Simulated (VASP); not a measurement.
CuGePdRhAu: single point with PBE

The system is CuGePdRhAu.

```
Cu Ge Rh Pd Au
1.0
    -6.07835    3.97689    2.05498
     5.89210    3.73447   -2.12889
    -1.79998   -3.75368   -5.93294
Cu Ge Rh Pd Au
4 4 4 4 4
Cartesian
  -0.1335 -0.0595 -3.8192
  0.0592 1.9762 -2.0522
  1.9152 3.9450 -2.0223
  -0.2198 5.8818 -2.1178
  2.3727 -0.2572 -5.8290
  -0.0487 1.8428 -5.8095
  -1.8772 2.0227 -0.2268
  -4.0737 4.0257 -0.0915
  -2.1746 -1.9004 -4.1283
  -4.2242 -0.0929 -4.1740
  -2.0253 0.1607 -1.8877
  -3.9783 2.1930 -1.6915
  0.2880 -1.6285 -5.9671
  -1.9210 1.9220 -3.9290
  -1.9285 3.9547 -2.0298
  -1.7932 0.1322 -6.0172
  1.9151 1.9223 -4.0316
  0.0001 4.0424 -3.9628
  0.2406 -0.0056 -0.1799
  -2.0821 5.8757 -0.0271
```

| Quantity | Value |
| --- | --- |
| Program | VASP 6.6.1 |
| Task | single point |
| Functional | PBE |
| Potentials or basis | VASP PAW PBE potentials, release 64 (Cu, Ge_d, Rh_pv, Pd, Au) |
| Cutoff | 520 eV |
| k mesh | 2 × 2 × 2, shifted |
| Occupations | gaussian, width 0.1 eV |
| Spin | no spin polarisation |

- Pressure: 0.2 GPa
- Largest force: 0.047 eV/Å
- Band gap on the k mesh: zero (filled and empty bands touch)

Forces on the atoms (eV/Å):
```
Cu  -0.014 -0.005 -0.005
Cu  -0.005  0.012 -0.008
Cu   0.023 -0.016 -0.020
Cu  -0.016 -0.020 -0.018
Ge  -0.015  0.034 -0.016
Ge   0.012  0.022  0.004
Ge  -0.010 -0.013 -0.001
Ge   0.007  0.022  0.012
Rh   0.043  0.000  0.019
Rh   0.019  0.019  0.018
Rh   0.011 -0.021  0.000
Rh  -0.022 -0.015 -0.025
Pd  -0.024 -0.020  0.000
Pd   0.008 -0.018  0.020
Pd   0.015  0.006  0.005
Pd  -0.009 -0.006  0.015
Au   0.020  0.015  0.004
Au  -0.017  0.006 -0.002
Au  -0.010  0.010  0.017
Au  -0.016 -0.013 -0.018
```

Stress tensor (GPa, compression positive):
```
 0.23 -0.01  0.03
-0.01  0.16  0.03
 0.03  0.03  0.14
```

Levels at points of the mesh, in eV from the Fermi level:
```tsv
k point	band 120	band 121	band 122	band 123	band 124	band 125
(0.25, 0.25, 0.25)	-0.20	-0.15	-0.03	0.06	0.26	0.43
```

Wall time 9.6 min on 1 thread of Intel(R) Xeon(R) Platinum 8375C CPU @ 2.90GHz (Ice Lake), on a shared host, peak memory 0.49 GiB.

Caveat: the k points lie up to 0.54 Å⁻¹ apart; spin-orbit coupling is left out, which moves the levels of the heavy elements.
